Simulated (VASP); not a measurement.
# OsAu (P4/nmm) in VASP: notebook

The runs below take OsAu through single point, relaxation of cell and atoms, with PBE.

All numbers are computed with VASP 6.6.1; they aren't measurements. Logs are shortened: lines on timing, memory, paths and dates and some standing lists are left out, and cuts for length are marked.

## Step 1: The cell of the first run

The structure is tetragonal, space group P4/nmm (No. 129). The conventional cell has a = 3.431 Å, b = 3.431 Å, c = 4.819 Å, α = 90.00°, β = 90.00°, γ = 90.00°. Os (site symmetry -4m2) has 4 Au at 2.22 Å and 4 Os at 2.43 Å within 2.9 Å. Within 2.9 Å of Au (site symmetry 4mm) lie 4 Os at 2.22 Å.

The cell was generated, and may not be a known phase.

## Step 2: Single point, PBE

INCAR

```
SYSTEM = OsAu
PREC = Accurate ; ENCUT = 520
EDIFF = 1E-7 ; ISMEAR = 0
SIGMA = 0.1 ; LREAL = .FALSE.
LASPH = .TRUE. ; NELM = 60
ALGO = Normal ; ISIF = 2
LWAVE = .FALSE. ; LCHARG = .FALSE.
GGA = PE ; NBANDS = 27
```

KPOINTS

```
regular mesh
0
G
  6 6 4
  0 0 0
```

POSCAR

```
OsAu
1.0
    3.4306324000      0.0000000000      0.0000000000
    0.0000000000      3.4306324000      0.0000000000
    0.0000000000      0.0000000000      4.8186956700
Os Au
2 2
Direct
    0.0000000000      0.0000000000      0.0000000000
    0.5000000000      0.5000000000      0.0000000000
    0.0000000000      0.5000000000      0.2913000000
    0.5000000000      0.0000000000      0.7087000000
```

Potentials or basis: VASP PAW PBE potentials, release 64 (Os, Au).

Command:

```sh
$ cat potpaw_PBE.64/Os/POTCAR potpaw_PBE.64/Au/POTCAR > POTCAR
$ mpirun -np 1 vasp_std > vasp.out
```

OUTCAR:

```text
SYSTEM = OsAu
   PREC = Accurate
   ENCUT = 520
   EDIFF = 1E-7
   ISMEAR = 0
   LREAL = .FALSE.
   LASPH = .TRUE.
   NELM = 60
   ISIF = 2
   GGA = PE

 ion  position               nearest neighbor table
   1  0.000  0.000  0.000-   3 2.22   4 2.22   3 2.22   4 2.22   2 2.43   2 2.43   2 2.43   2 2.43

   2  0.500  0.500  0.000-   3 2.22   4 2.22   4 2.22   3 2.22   1 2.43   1 2.43   1 2.43   1 2.43

   3  0.000  0.500  0.291-   1 2.22   2 2.22   1 2.22   2 2.22   4 3.15   4 3.15   4 3.15   4 3.15

   4  0.500  0.000  0.709-   1 2.22   2 2.22   2 2.22   1 2.22   3 3.15   3 3.15   3 3.15   3 3.15

  LATTYP: Found a simple tetragonal cell.
 ALAT       =     3.4306324000
 C/A-ratio  =     1.4046085701

  Lattice vectors:

 A1 = (   3.4306324000,   0.0000000000,   0.0000000000)
 A2 = (   0.0000000000,   3.4306324000,   0.0000000000)
 A3 = (   0.0000000000,   0.0000000000,   4.8186956700)

Analysis of symmetry for initial positions (statically):
=====================================================================
 Subroutine PRICEL returns:
 Original cell was already a primitive cell.

 Routine SETGRP: Setting up the symmetry group for a
 simple tetragonal supercell.

 Subroutine GETGRP returns: Found 16 space group operations
 (whereof  8 operations were pure point group operations)
 out of a pool of 16 trial point group operations.

The static configuration has the point symmetry D_2d.
 The point group associated with its full space group is D_4h.

Analysis of symmetry for dynamics (positions and initial velocities):
=====================================================================
 Subroutine PRICEL returns:
 Original cell was already a primitive cell.

 Routine SETGRP: Setting up the symmetry group for a
 simple tetragonal supercell.

 Subroutine GETGRP returns: Found 16 space group operations
 (whereof  8 operations were pure point group operations)
 out of a pool of 16 trial point group operations.

The dynamic configuration has the point symmetry D_2d.
 The point group associated with its full space group is D_4h.

 Subroutine INISYM returns: Found 16 space group operations
 (whereof  8 operations are pure point group operations),
 and found     1 'primitive' translations

----------------------------------------------------------------------------------------

                                     Primitive cell

  volume of cell :      56.7124

  direct lattice vectors                    reciprocal lattice vectors
     3.430632400  0.000000000  0.000000000     0.291491446  0.000000000  0.000000000
     0.000000000  3.430632400  0.000000000     0.000000000  0.291491446  0.000000000
     0.000000000  0.000000000  4.818695670     0.000000000  0.000000000  0.207525038

  length of vectors
     3.430632400  3.430632400  4.818695670     0.291491446  0.291491446  0.207525038

  position of ions in fractional coordinates (direct lattice)
     0.000000000  0.000000000  0.000000000
     0.500000000  0.500000000  0.000000000
     0.000000000  0.500000000  0.291300000
     0.500000000  0.000000000  0.708700000

  ion indices of the primitive-cell ions
   primitive index   ion index
                 1           1
                 2           2
                 3           3
                 4           4

----------------------------------------------------------------------------------------

 KPOINTS: regular mesh

Automatic generation of k-mesh.
 Grid dimensions read from file:
 generate k-points for:    6    6    4

 Generating k-lattice:

  Cartesian coordinates                     Fractional coordinates (reciprocal lattice)
     0.048581908  0.000000000  0.000000000     0.166666667  0.000000000  0.000000000
     0.000000000  0.048581908  0.000000000     0.000000000  0.166666667  0.000000000
     0.000000000  0.000000000  0.051881259     0.000000000  0.000000000  0.250000000

  Length of vectors
     0.048581908  0.048581908  0.051881259

  Shift w.r.t. Gamma in fractional coordinates (k-lattice)
     0.000000000  0.000000000  0.000000000

 Subroutine IBZKPT returns following result:
 ===========================================

 Found     30 irreducible k-points:

 Following reciprocal coordinates:
            Coordinates               Weight
  0.000000  0.000000  0.000000      1.000000
  0.166667  0.000000  0.000000      4.000000
  0.333333  0.000000  0.000000      4.000000
  0.500000  0.000000  0.000000      2.000000
  0.166667  0.166667  0.000000      4.000000
  0.333333  0.166667  0.000000      8.000000
[... 16 lines left out ...]
  0.333333  0.000000  0.500000      4.000000
  0.500000  0.000000  0.500000      2.000000
 [... further k-points ...]
   k-points           NKPTS =     30   k-points in BZ     NKDIM =     30   number of bands    NBANDS=     27
   number of dos      NEDOS =    301   number of ions     NIONS =      4
   total plane-waves  NPLWV =  28224
   dimension x,y,z NGX =    28 NGY =   28 NGZ =   36
   dimension x,y,z NGXF=    56 NGYF=   56 NGZF=   72
   ions per type =               2   2
   NGX,Y,Z   is equivalent  to a cutoff of  13.57, 13.57, 12.42 a.u.
   NGXF,Y,Z  is equivalent  to a cutoff of  27.14, 27.14, 24.84 a.u.
 SYSTEM =  OsAu
   PREC   = accura    normal or accurate (medium, high low for compatibility)
   ISTART =      0    job   : 0-new  1-cont  2-samecut
   ICHARG =      2    charge: 1-file 2-atom 10-const
   ISPIN  =      1    spin polarized calculation?
   LNONCOLLINEAR =      F non collinear calculations
   LSORBIT =      F    spin-orbit coupling
   LASPH  =      T    aspherical Exc in radial PAW
   ENCUT  =  520.0 eV  38.22 Ry    6.18 a.u.   6.38  6.38  8.96*2*pi/ulx,y,z
   NELM   =     60;   NELMIN=  2; NELMDL= -5     # of ELM steps
   EDIFF  = 0.1E-06   stopping-criterion for ELM
   LREAL  =      F    real-space projection
   EDIFFG = 0.1E-05   stopping-criterion for IOM
   NSW    =      0    number of steps for IOM
   IBRION =     -1    ionic relax: 0-MD 1-quasi-New 2-CG
   NFREE  =      0    steps in history (QN), initial steepest desc. (CG)
   ISIF   =      2    stress and relaxation
   ISYM   =      2    0-nonsym 1-usesym 2-fastsym
   POTIM  = 0.5000    time-step for ionic-motion
   TEBEG  =    0.0;   TEEND  =   0.0 temperature during run
   PSTRESS=    0.0 pullay stress
   NELECT =      38.0000    total number of electrons
   NUPDOWN=      -1.0000    fix difference up-down
   EMIN   =  10.00;   EMAX   =-10.00  energy-range for DOS
   EFERMI =   0.00;   METHOD = LEGACY
   ISMEAR =     0;   SIGMA  =   0.10  broadening in eV -4-tet -1-fermi 0-gaus
   EFERMI_NEDOS =   21; number of points for ismear=-14 and -15
   IALGO  =     38    algorithm
   IMIX   =      4    mixing-type and parameters
     AMIX     =   0.40;   BMIX     =  1.00
     AMIX_MAG =   1.60;   BMIX_MAG =  1.00
  volume/ion in A,a.u.               =      14.18        95.68
  Fermi-wavevector in a.u.,A,eV,Ry     =   1.432551  2.707129 27.921906  2.052202
  Thomas-Fermi vector in A             =   2.552166
   LORBIT       =      0    0 simple, 1 ext, 2 COOP (PROOUT), +10 PAW based schemes
   GGA     = PE    functional components
   LHFCALC =     F    Hartree Fock is set to
   AEXX    =    0.0000 exact exchange contribution
   IVDW    =     0    specifies the selected vdW correction
   LEPSILON=     F    determine dielectric tensor
   LRPA    =     F    only Hartree local field effects (RPA)
 non-spin polarized calculation
 Gauss-broadening in eV      SIGMA  =   0.10
  energy-cutoff  :      520.00
  volume of cell :       56.71
 maximum number of plane-waves:      1544
 NGX is ok and might be reduce to    28
   NGX = 13   NGY = 13   NGZ = 17

 number of electron      37.9999995 magnetization

 Free energy of the ion-electron system (eV)
  ---------------------------------------------------
  ext. energy  EPLUGINS =         0.00000000
  ---------------------------------------------------
  free energy    TOTEN  =       -10.05909105 eV

  energy without entropy =      -10.04783621  energy(sigma->0) =      -10.05346363

 E-fermi :  11.6463     XC(G=0): -13.5149

 val. band max:       11.6141963352   @ k =   0.5000   0.0000   0.0000
 cond. band min:      11.7069933179   @ k =   0.3333   0.0000   0.2500
 fundamental gap:      0.0927969827
 Fermi energy:        11.6462794440

 k-point     1 :       0.0000    0.0000    0.0000
  band No.  band energies     occupation
      1      -0.5775      2.00000
      2       0.2989      2.00000
      3       1.5028      2.00000
      4       1.7525      2.00000
      5       2.2502      2.00000
      6       2.2502      2.00000
[... 19 lines left out ...]
     26      21.1398      0.00000
     27      22.4619      0.00000

 k-point     2 :       0.1667    0.0000    0.0000
  band No.  band energies     occupation
      1      -0.0307      2.00000
      2       0.6365      2.00000
      3       1.8701      2.00000
      4       1.8809      2.00000
      5       2.2869      2.00000
      6       2.4487      2.00000
[... 19 lines left out ...]
     26      21.4168      0.00000
     27      22.7322      0.00000

 k-point     3 :       0.3333    0.0000    0.0000
  band No.  band energies     occupation
      1       1.3823      2.00000
      2       1.5377      2.00000
      3       2.4096      2.00000
      4       2.4617      2.00000
      5       2.7748      2.00000
      6       2.8645      2.00000
[... 19 lines left out ...]
     26      20.4094      0.00000
     27      20.9525      0.00000

 k-point     4 :       0.5000    0.0000    0.0000
  band No.  band energies     occupation
      1       2.4476      2.00000
      2       2.4476      2.00000
      3       2.7122      2.00000
      4       2.7122      2.00000
      5       3.0268      2.00000
      6       3.0268      2.00000
[... 19 lines left out ...]
     26      18.5351      0.00000
     27      22.9004      0.00000
[... 516 lines left out ...]
      4       2.1546      2.00000
      5       2.3278      2.00000
      6       2.6307      2.00000
[... 19 lines left out ...]
     26      21.1268      0.00000
     27      21.2357      0.00000

 k-point    23 :       0.3333    0.0000    0.5000
  band No.  band energies     occupation
      1       1.5610      2.00000
      2       1.9154      2.00000
      3       2.4367      2.00000
      4       2.4933      2.00000
      5       2.9451      2.00000
      6       2.9793      2.00000
[... 19 lines left out ...]
     26      22.4433      0.00000
     27      23.2477      0.00000

 k-point    24 :       0.5000    0.0000    0.5000
  band No.  band energies     occupation
      1       2.5157      2.00000
      2       2.5157      2.00000
      3       2.8576      2.00000
      4       2.8576      2.00000
      5       3.0809      2.00000
      6       3.0809      2.00000
[... 19 lines left out ...]
     26      22.8354      0.00000
     27      24.3699      0.00000

 [... further k-points ...]
[... 5 lines left out ...]
  --------------------------------------------------------------------------------------
  -------------------------------------------------------------------------------------
  Total       65.4799129     65.4799129     71.4549299      0.0000000      0.0000000      0.0000000
  in kB     1849.8682867   1849.8682867   2018.6680573      0.0000000      0.0000000      0.0000000
  external PRESSURE =    1906.1348769 kB  Pullay stress =       0.0000000 kB

 VOLUME and BASIS-vectors are now :
 -----------------------------------------------------------------------------
  energy-cutoff  :      520.00
  volume of cell :       56.71
      direct lattice vectors                 reciprocal lattice vectors
     3.430632400  0.000000000  0.000000000     0.291491446  0.000000000  0.000000000
     0.000000000  3.430632400  0.000000000     0.000000000  0.291491446  0.000000000
     0.000000000  0.000000000  4.818695670     0.000000000  0.000000000  0.207525038

 POSITION                                       TOTAL-FORCE (eV/Angst)
 -----------------------------------------------------------------------------------
      0.00000      0.00000      0.00000        -0.000000      0.000000      0.000000
      1.71532      1.71532      0.00000        -0.000000     -0.000000      0.000000
      0.00000      1.71532      1.40369        -0.000000      0.000000     25.386940
      1.71532      0.00000      3.41501         0.000000      0.000000    -25.386940
 -----------------------------------------------------------------------------------
    total drift:                                0.000000      0.000000     -0.000000

  FREE ENERGIE OF THE ION-ELECTRON SYSTEM (eV)
  ---------------------------------------------------
  free  energy   TOTEN  =       -10.0590910494 eV

  energy  without entropy=      -10.0478362106  energy(sigma->0) =      -10.05346363
```

It took 36 s on 1 thread of Intel Xeon Platinum 8488C (Sapphire Rapids), shared host; peak memory 0.19 GiB.

Results:

```yaml
Free_energy: -10.0591 eV
Pressure: 190.6 GPa
Largest_force: 25.387 eV/Å
Band_gap_on_the_k_mesh: zero (bands 19 and 20 overlap by 2.03 eV)
```

Forces on the atoms (eV/Å):
```
Os    0.000   0.000   0.000
Os    0.000   0.000   0.000
Au    0.000   0.000  25.387
Au    0.000   0.000 -25.387
```

Stress tensor (GPa, compression positive):
```
184.99   0.00   0.00
  0.00 184.99   0.00
  0.00   0.00 201.87
```

Levels at points of the mesh, in eV from the Fermi level:
```csv
k point,band 17,band 18,band 19,band 20,band 21,band 22
"(0.00, 0.00, 0.00)",0.16,0.54,0.54,2.16,2.23,2.27
"(0.50, 0.00, 0.00)",-1.93,-1.93,-0.98,-0.98,-0.03,-0.03
"(0.50, 0.50, 0.00)",-0.18,-0.18,0.53,0.53,2.07,2.07
"(0.00, 0.00, 0.50)",-1.37,0.46,0.46,2.02,2.16,5.45
"(0.50, 0.00, 0.50)",-1.59,-1.59,-0.33,-0.33,0.24,0.24
"(0.50, 0.50, 0.50)",-1.22,-1.22,0.36,0.36,0.96,0.96
```

Caveat: the stress differs along the axes, from 185 to 202 GPa; spin-orbit coupling is left out, which moves the levels of the heavy elements; forces of over 1 eV/Å act on the atoms, so gaps and moduli don't describe the material at rest.

## Step 3: Relaxation of cell and atoms, PBE

INCAR

```
ALGO     = Normal         # electronic algorithm
EDIFF    = 1E-7           # SCF threshold, eV
EDIFFG   = -0.04          # ionic threshold
ENCUT    = 600            # plane-wave cutoff, eV
GGA      = PE             # functional
IBRION   = 2              # ionic algorithm
ISIF     = 3              # what is computed and relaxed
ISMEAR   = 0              # smearing method
LASPH    = True           # aspherical terms in the spheres
LCHARG   = False          # write CHGCAR
LREAL    = False          # projectors in reciprocal space
LWAVE    = False          # write WAVECAR
NELM     = 100            # most SCF steps
NSW      = 90             # ionic steps
PREC     = Accurate       # precision mode
SIGMA    = 0.1            # smearing width, eV
```

KPOINTS

```
k-points
0
Gamma
  6 6 4
```

POSCAR is that of step 2.

Potentials or basis: VASP PAW PBE potentials, release 64 (Os, Au).

Command:

```sh
$ cat potpaw_PBE.64/Os/POTCAR potpaw_PBE.64/Au/POTCAR > POTCAR
$ mpirun -np 1 vasp_std > vasp.out
```

Run time: 13 min. Hardware: 1 thread of Intel Xeon Platinum 8488C (Sapphire Rapids), shared host; peak memory 0.2 GiB.

Results (log left out):

- Free energy: -25.0653 eV
- Relaxed volume: 17.50 Å³/atom
- Relaxed cell: a = 3.636 Å, b = 3.636 Å, c = 5.295 Å, α = 90.00°, β = 90.00°, γ = 90.00°
- Space group after relaxing (to 0.1 Å): P4/nmm (No. 129)
- Pressure after relaxing: -0.1 GPa
- Largest force after relaxing: 0.006 eV/Å
- Band gap on the k mesh: zero (bands 19 and 20 overlap by 1.49 eV)

Forces on the atoms (eV/Å):
```
Os   0.000  0.000  0.000
Os   0.000  0.000  0.000
Au   0.000  0.000  0.006
Au   0.000  0.000 -0.006
```

Stress tensor (GPa, compression positive):
```
-0.14  0.00  0.00
 0.00 -0.14  0.00
 0.00  0.00  0.08
```

Final structure:
```
Os Au
1.0
     3.63612    0.00000    0.00000
     0.00000    3.63612    0.00000
     0.00000    0.00000    5.29464
Os Au
2 2
Cartesian
  0.0000 0.0000 5.2946
  1.8181 1.8181 0.0000
  3.6361 1.8181 2.1188
  1.8181 0.0000 3.1758
```

Levels at points of the mesh, in eV from the Fermi level:
| k point | band 15 | band 16 | band 17 | band 18 | band 19 | band 20 | band 21 | band 22 | band 23 |
| --- | --- | --- | --- | --- | --- | --- | --- | --- | --- |
| (0.00, 0.00, 0.00) | -1.54 | -1.33 | -1.33 | 0.28 | 0.55 | 0.55 | 1.19 | 2.08 | 3.86 |
| (0.50, 0.00, 0.00) | -2.09 | -2.09 | -1.91 | -1.91 | -0.94 | -0.94 | -0.76 | -0.76 | 2.71 |
| (0.50, 0.50, 0.00) | -3.03 | -3.03 | -0.89 | -0.89 | 0.30 | 0.30 | 0.91 | 0.91 | 4.88 |
| (0.00, 0.00, 0.50) | -2.62 | -2.62 | -2.27 | 0.37 | 0.40 | 0.40 | 2.07 | 4.39 | 7.27 |
| (0.50, 0.00, 0.50) | -2.31 | -2.31 | -1.65 | -1.65 | -0.67 | -0.67 | -0.57 | -0.57 | 0.68 |
| (0.50, 0.50, 0.50) | -0.94 | -0.94 | -0.42 | -0.42 | -0.06 | -0.06 | 0.26 | 0.26 | 0.96 |

Caveat: the volume moved by over 15 % at a fixed basis, so the end points are rough; spin-orbit coupling is left out, which moves the levels of the heavy elements.

The gap in the log of VASP goes by the Fermi energy; the results here count the filled bands.